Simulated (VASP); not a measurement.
# C in VASP: single point with PBEsol

Aim: the single point of C with PBEsol.

Program: VASP 6.6.1. These are calculated values, not measurements. Logs are shortened: lines on timing, memory, paths and dates and some standing lists are left out, and cuts for length are marked.

## Step 1: The cell of the first run

The cell holds a sheet with vacuum, 2 atoms: a = 2.457 Å, b = 2.457 Å, c = 16.000 Å, α = 90.00°, β = 90.00°, γ = 120.00°.

## Step 2: Single point, PBEsol

File INCAR:

```
SYSTEM = C
ALGO = Normal
DIPOL = 0.5 0.5 0.500
EDIFF = 1E-6
ENCUT = 520
GGA = PS
GGA_COMPAT = .False.
IDIPOL = 3
ISIF = 2
ISMEAR = 0
LASPH = .True.
LCHARG = .True.
LDIPOL = .True.
LELF = .True.
LREAL = .False.
LVACPOTAV = .True.
LVHAR = .True.
LWAVE = .False.
NBANDS = 11
NELM = 120
NELMDL = -8
PREC = Accurate
SIGMA = 0.03
```

File KPOINTS:

```
k-points
0
Gamma
  18 18 1
  0 0 0
```

File POSCAR:

```
C
1.0
    2.4568680619      0.0000000000      0.0000000000
   -1.2284340309      2.1277101553      0.0000000000
    0.0000000000      0.0000000000     16.0000000000
C
2
Direct
    0.3333333333      0.6666666667      0.5000000000
    0.6666666667      0.3333333333      0.5000000000
```

Potentials or basis: VASP PAW PBE potentials, release 64 (C).

Started as:

```bash
> cat potpaw_PBE.64/C/POTCAR > POTCAR
> mpirun -np 1 vasp_std > vasp.out
```

OUTCAR:

```text
SYSTEM = C
   EDIFF = 1E-6
   ENCUT = 520
   GGA = PS
   ISIF = 2
   ISMEAR = 0
   LASPH = .True.
   LREAL = .False.
   NELM = 120
   NELMDL = -8
   PREC = Accurate

 ion  position               nearest neighbor table
   1  0.333  0.667  0.500-   2 1.42   2 1.42   2 1.42
   2  0.667  0.333  0.500-   1 1.42   1 1.42   1 1.42

  LATTYP: Found a hexagonal cell.
 ALAT       =     2.4568680619
 C/A-ratio  =     6.5123562181

  Lattice vectors:

 A1 = (   2.4568680619,   0.0000000000,   0.0000000000)
 A2 = (  -1.2284340309,   2.1277101553,   0.0000000000)
 A3 = (   0.0000000000,   0.0000000000,  16.0000000000)

Analysis of symmetry for initial positions (statically):
=====================================================================
 Subroutine PRICEL returns:
 Original cell was already a primitive cell.

 Routine SETGRP: Setting up the symmetry group for a
 hexagonal supercell.

 Subroutine GETGRP returns: Found 24 space group operations
 (whereof 24 operations were pure point group operations)
 out of a pool of 24 trial point group operations.

The static configuration has the point symmetry D_6h.

Analysis of symmetry for dynamics (positions and initial velocities):
=====================================================================
 Subroutine PRICEL returns:
 Original cell was already a primitive cell.

 Routine SETGRP: Setting up the symmetry group for a
 hexagonal supercell.

 Subroutine GETGRP returns: Found 24 space group operations
 (whereof 24 operations were pure point group operations)
 out of a pool of 24 trial point group operations.

The dynamic configuration has the point symmetry D_6h.

 Subroutine INISYM returns: Found 24 space group operations
 (whereof 24 operations are pure point group operations),
 and found     1 'primitive' translations

----------------------------------------------------------------------------------------

                                     Primitive cell

  volume of cell :      83.6401

  direct lattice vectors                    reciprocal lattice vectors
     2.456868062  0.000000000  0.000000000     0.407022264  0.234994413  0.000000000
    -1.228434031  2.127710155  0.000000000     0.000000000  0.469988827  0.000000000
     0.000000000  0.000000000 16.000000000     0.000000000  0.000000000  0.062500000

  length of vectors
     2.456868062  2.456868062 16.000000000     0.469988827  0.469988827  0.062500000

  position of ions in fractional coordinates (direct lattice)
     0.333333333  0.666666667  0.500000000
     0.666666667  0.333333333  0.500000000

  ion indices of the primitive-cell ions
   primitive index   ion index
                 1           1
                 2           2

----------------------------------------------------------------------------------------

 KPOINTS: k-points

Automatic generation of k-mesh.
 Grid dimensions read from file:
 generate k-points for:   18   18    1

 Generating k-lattice:

  Cartesian coordinates                     Fractional coordinates (reciprocal lattice)
     0.022612348  0.013055245  0.000000000     0.055555556  0.000000000  0.000000000
     0.000000000  0.026110490  0.000000000     0.000000000  0.055555556  0.000000000
     0.000000000  0.000000000  0.062500000     0.000000000  0.000000000  1.000000000

  Length of vectors
     0.026110490  0.026110490  0.062500000

  Shift w.r.t. Gamma in fractional coordinates (k-lattice)
     0.000000000  0.000000000  0.000000000

 Subroutine IBZKPT returns following result:
 ===========================================

 Found     37 irreducible k-points:

 Following reciprocal coordinates:
            Coordinates               Weight
  0.000000  0.000000  0.000000      1.000000
  0.055556 -0.000000  0.000000      6.000000
  0.111111 -0.000000  0.000000      6.000000
  0.166667 -0.000000  0.000000      6.000000
  0.222222 -0.000000  0.000000      6.000000
  0.277778 -0.000000  0.000000      6.000000
[... 16 lines left out ...]
  0.333333  0.111111  0.000000     12.000000
  0.388889  0.111111  0.000000     12.000000
 [... further k-points ...]
   k-points           NKPTS =     37   k-points in BZ     NKDIM =     37   number of bands    NBANDS=     11
   number of dos      NEDOS =    301   number of ions     NIONS =      2
   total plane-waves  NPLWV =  38880
   dimension x,y,z NGX =    18 NGY =   18 NGZ =  120
   dimension x,y,z NGXF=    36 NGYF=   36 NGZF=  240
   ions per type =               2
   NGX,Y,Z   is equivalent  to a cutoff of  12.18, 12.18, 12.47 a.u.
   NGXF,Y,Z  is equivalent  to a cutoff of  24.36, 24.36, 24.94 a.u.
 SYSTEM =  C
   PREC   = accura    normal or accurate (medium, high low for compatibility)
   ISTART =      0    job   : 0-new  1-cont  2-samecut
   ICHARG =      2    charge: 1-file 2-atom 10-const
   ISPIN  =      1    spin polarized calculation?
   LNONCOLLINEAR =      F non collinear calculations
   LSORBIT =      F    spin-orbit coupling
   LASPH  =      T    aspherical Exc in radial PAW
   ENCUT  =  520.0 eV  38.22 Ry    6.18 a.u.   4.57  4.57 29.75*2*pi/ulx,y,z
   NELM   =    120;   NELMIN=  2; NELMDL= -8     # of ELM steps
   EDIFF  = 0.1E-05   stopping-criterion for ELM
   LREAL  =      F    real-space projection
   EDIFFG = 0.1E-04   stopping-criterion for IOM
   NSW    =      0    number of steps for IOM
   IBRION =     -1    ionic relax: 0-MD 1-quasi-New 2-CG
   NFREE  =      0    steps in history (QN), initial steepest desc. (CG)
   ISIF   =      2    stress and relaxation
   ISYM   =      2    0-nonsym 1-usesym 2-fastsym
   POTIM  = 0.5000    time-step for ionic-motion
   TEBEG  =    0.0;   TEEND  =   0.0 temperature during run
   PSTRESS=    0.0 pullay stress
   NELECT =       8.0000    total number of electrons
   NUPDOWN=      -1.0000    fix difference up-down
   EMIN   =  10.00;   EMAX   =-10.00  energy-range for DOS
   EFERMI =   0.00;   METHOD = LEGACY
   ISMEAR =     0;   SIGMA  =   0.03  broadening in eV -4-tet -1-fermi 0-gaus
   EFERMI_NEDOS =   21; number of points for ismear=-14 and -15
   IALGO  =     38    algorithm
   IMIX   =      4    mixing-type and parameters
     AMIX     =   0.40;   BMIX     =  1.00
     AMIX_MAG =   1.60;   BMIX_MAG =  1.00
  volume/ion in A,a.u.               =      41.82       282.22
  Fermi-wavevector in a.u.,A,eV,Ry     =   0.748687  1.414813  7.626496  0.560532
  Thomas-Fermi vector in A             =   1.845032
   LORBIT       =      0    0 simple, 1 ext, 2 COOP (PROOUT), +10 PAW based schemes
   GGA     = PS    functional components
   LHFCALC =     F    Hartree Fock is set to
   AEXX    =    0.0000 exact exchange contribution
   IVDW    =     0    specifies the selected vdW correction
   LEPSILON=     F    determine dielectric tensor
   LRPA    =     F    only Hartree local field effects (RPA)
 non-spin polarized calculation
 Gauss-broadening in eV      SIGMA  =   0.03
  energy-cutoff  :      520.00
  volume of cell :       83.64
 maximum number of plane-waves:      2290
   NGX =  9   NGY =  9   NGZ = 59

 number of electron       7.9999997 magnetization

 dipolmoment           0.000000      0.000000     -0.000000 electrons x Angstroem

 Free energy of the ion-electron system (eV)
  ---------------------------------------------------
  ext. energy  EPLUGINS =         0.00000000
  ---------------------------------------------------
  free energy    TOTEN  =       -19.28173534 eV

  energy without entropy =      -19.28152638  energy(sigma->0) =      -19.28163086

 E-fermi :  -2.4073     XC(G=0):  -2.6947

 val. band max:       -2.4072698814   @ k =   0.3333   0.3333   0.0000
 cond. band min:      -2.4072698765   @ k =   0.3333   0.3333   0.0000
 fundamental gap:      0.0000000049
 Fermi energy:        -2.4072698791

 k-point     1 :       0.0000    0.0000    0.0000
  band No.  band energies     occupation
      1     -21.9807      2.00000
      2     -10.1312      2.00000
      3      -5.4091      2.00000
      4      -5.4091      2.00000
      5       0.9544      0.00000
      6       1.8372      0.00000
      7       2.2401      0.00000
      8       3.9070      0.00000
      9       4.5192      0.00000
     10       5.9480      0.00000
     11       5.9480      0.00000

 k-point     2 :       0.0556   -0.0000    0.0000
  band No.  band energies     occupation
      1     -21.9072      2.00000
      2     -10.0430      2.00000
      3      -5.7079      2.00000
      4      -5.5687      2.00000
      5       1.0539      0.00000
      6       1.9381      0.00000
      7       2.3419      0.00000
      8       4.0074      0.00000
      9       4.6179      0.00000
     10       5.9862      0.00000
     11       6.2684      0.00000

 k-point     3 :       0.1111   -0.0000    0.0000
  band No.  band energies     occupation
      1     -21.6872      2.00000
      2      -9.7795      2.00000
      3      -6.5291      2.00000
      4      -5.9922      2.00000
      5       1.3526      0.00000
      6       2.2403      0.00000
      7       2.6471      0.00000
      8       4.3079      0.00000
      9       4.9136      0.00000
     10       6.0308      0.00000
     11       7.1702      0.00000

 k-point     4 :       0.1667   -0.0000    0.0000
  band No.  band energies     occupation
      1     -21.3216      2.00000
      2      -9.3437      2.00000
      3      -7.7095      2.00000
      4      -6.5609      2.00000
      5       1.8504      0.00000
      6       2.7428      0.00000
      7       3.1558      0.00000
      8       4.8068      0.00000
      9       5.3974      0.00000
     10       5.9911      0.00000
     11       7.0649      0.00000
[... 239 lines left out ...]
 k-point    22 :       0.2778    0.1111    0.0000
  band No.  band energies     occupation
      1     -19.1647      2.00000
      2     -11.9473      2.00000
      3      -9.0727      2.00000
      4      -6.8501      2.00000
      5       2.3609      0.00000
      6       4.8241      0.00000
      7       5.7417      0.00000
      8       6.2010      0.00000
      9       6.6097      0.00000
     10       7.7666      0.00000
     11       8.4327      0.00000

 k-point    23 :       0.3333    0.1111    0.0000
  band No.  band energies     occupation
      1     -18.2564      2.00000
      2     -13.3342      2.00000
      3      -9.4452      2.00000
      4      -5.8833      2.00000
      5       0.9341      0.00000
      6       6.0754      0.00000
      7       6.4684      0.00000
      8       7.0127      0.00000
      9       7.5354      0.00000
     10       9.0000      0.00000
     11       9.7161      0.00000

 k-point    24 :       0.3889    0.1111    0.0000
  band No.  band energies     occupation
      1     -17.2499      2.00000
      2     -14.6421      2.00000
      3      -9.6711      2.00000
      4      -4.9708      2.00000
      5      -0.2729      0.00000
      6       6.3203      0.00000
      7       7.5756      0.00000
      8       8.4292      0.00000
      9       9.0548      0.00000
     10      10.2708      0.00000
     11      10.8607      0.00000

 [... further k-points ...]
[... 5 lines left out ...]
  --------------------------------------------------------------------------------------
  -------------------------------------------------------------------------------------
  Total        0.2255866      0.2255866     -0.0104147      0.0000000      0.0000000      0.0000000
  in kB        4.3212519      4.3212519     -0.1995003      0.0000000      0.0000000      0.0000000
  external PRESSURE =       2.8143345 kB  Pullay stress =       0.0000000 kB

 VOLUME and BASIS-vectors are now :
 -----------------------------------------------------------------------------
  energy-cutoff  :      520.00
  volume of cell :       83.64
      direct lattice vectors                 reciprocal lattice vectors
     2.456868062  0.000000000  0.000000000     0.407022264  0.234994413  0.000000000
    -1.228434031  2.127710155  0.000000000     0.000000000  0.469988827  0.000000000
     0.000000000  0.000000000 16.000000000     0.000000000  0.000000000  0.062500000

 POSITION                                       TOTAL-FORCE (eV/Angst)
 -----------------------------------------------------------------------------------
     -0.00000      1.41847      8.00000         0.000000     -0.000000      0.000000
      1.22843      0.70924      8.00000        -0.000000      0.000000      0.000000
 -----------------------------------------------------------------------------------
    total drift:                                0.000000     -0.000000     -0.000000

  FREE ENERGIE OF THE ION-ELECTRON SYSTEM (eV)
  ---------------------------------------------------
  free  energy   TOTEN  =       -19.2817353359 eV

  energy  without entropy=      -19.2815263768  energy(sigma->0) =      -19.28163086

 vacuum level on the upper side and lower side of the slab         1.892         1.892
```

Run time: 22 s. Hardware: 1 thread of Intel Xeon Platinum 8559C (Emerald Rapids), shared host; peak memory 0.18 GiB.

Results:

```
Free energy            : -19.2817 eV
Band gap on the k mesh : zero (filled and empty bands touch)
```

Caveat: the PAW data sets were made with another functional, which shifts forces and pressure a little.
